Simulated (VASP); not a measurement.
Here is a VASP 6.6.1 calculation.

File INCAR:

```
PREC = Accurate
ENCUT = 520
EDIFF = 1E-7
ISMEAR = -1
SIGMA = 0.02
LREAL = False
LASPH = True
NELM = 100
ALGO = Normal
ISIF = 2
LWAVE = False
LCHARG = False
GGA = PE
NBANDS = 35
```

The input KPOINTS:

```
regular mesh
0
Gamma
  6 6 8
```

POSCAR

```
SnO2
1.0
    4.5701507755      0.0000000000      0.0000000000
    0.0000000000      4.5701507755      0.0000000000
    0.0000000000      0.0000000000      3.0720770602
Sn O
2 4
Direct
    0.0000000000      0.0000000000      0.0000000000
    0.5000000000      0.5000000000      0.5000000000
    0.3036035238      0.3036035238      0.0000000000
    0.1963964762      0.8036035238      0.5000000000
    0.8036035238      0.1963964762      0.5000000000
    0.6963964762      0.6963964762      0.0000000000
```

Potentials or basis: VASP PAW PBE potentials, release 64 (Sn_d, O).

The run is started by

```bash
$ cat potpaw_PBE.64/Sn_d/POTCAR potpaw_PBE.64/O/POTCAR > POTCAR
$ mpirun -np 1 vasp_std > vasp.out
```

Problem. Predict the pressure.

Solution. 43.6 GPa.

Problem. Estimate the largest force.

Solution. 0.045 eV/Å.

Problem. Estimate the band gap on the k mesh.

Solution. 2.56 eV, direct.

Forces in eV/Å, atoms in the order of the input:
```
Sn   0.000  0.000  0.000
Sn   0.000  0.000  0.000
O   -0.032 -0.032  0.000
O    0.032 -0.032  0.000
O   -0.032  0.032  0.000
O    0.032  0.032  0.000
```

Caveat: the cell differs from its parent crystal (strain -4.0%); spin-orbit coupling is left out, which moves the levels of the heavy elements.
